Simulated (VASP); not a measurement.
BN: single point with LDA

BN:

```xyz
4
Lattice="2.5685 0.0000 0.0000 -1.2842 2.2243 0.0000 0.0000 0.0000 6.3888" Properties=species:S:1:pos:R:3 pbc="T T T"
B     0.0000    1.4829    1.5972
B     1.2842    0.7414    4.7916
N     0.0000    1.4829    4.7916
N     1.2842    0.7414    1.5972
```

This cell differs from its parent crystal: volume 9.125 Å^3 an atom, c/a of the conventional cell 2.4874.

```yaml
Program: VASP 6.6.1
Task: single point
Functional: LDA
Potentials_or_basis: VASP PAW LDA potentials, release 64 (B, N)
Cutoff: 520 eV
k_mesh: 12 × 12 × 4
Occupations: gaussian, width 0.05 eV
Spin: no spin polarisation
```

```yaml
Pressure: -20.6 GPa
Band_gap_on_the_k_mesh: 3.86 eV, indirect (least direct gap 4.18 eV)
```

Stress tensor (GPa, compression positive):
```
-30.94   0.00   0.00
  0.00 -30.94   0.00
  0.00   0.00   0.09
```

Levels at points of the mesh, in eV from the valence-band top:
| k point | band 5 | band 6 | band 7 | band 8 | band 9 | band 10 | band 11 | band 12 |
| --- | --- | --- | --- | --- | --- | --- | --- | --- |
| (0.00, 0.00, 0.00) | -1.48 | -1.48 | -1.42 | -1.42 | 5.14 | 10.10 | 10.72 | 10.72 |
| (0.50, 0.00, 0.00) | -4.11 | -4.01 | -1.63 | -0.32 | 3.86 | 5.50 | 8.78 | 9.03 |
| (0.00, 0.00, 0.50) | -1.45 | -1.45 | -1.45 | -1.45 | 7.64 | 7.64 | 10.81 | 10.81 |
| (0.50, 0.00, 0.50) | -4.06 | -4.06 | -0.93 | -0.93 | 4.35 | 4.35 | 9.10 | 9.10 |

It took 39 s on 1 thread of Intel Xeon 8259CL, with other jobs on the host, peak memory 0.15 GiB.

 A k mesh can miss the band edges.
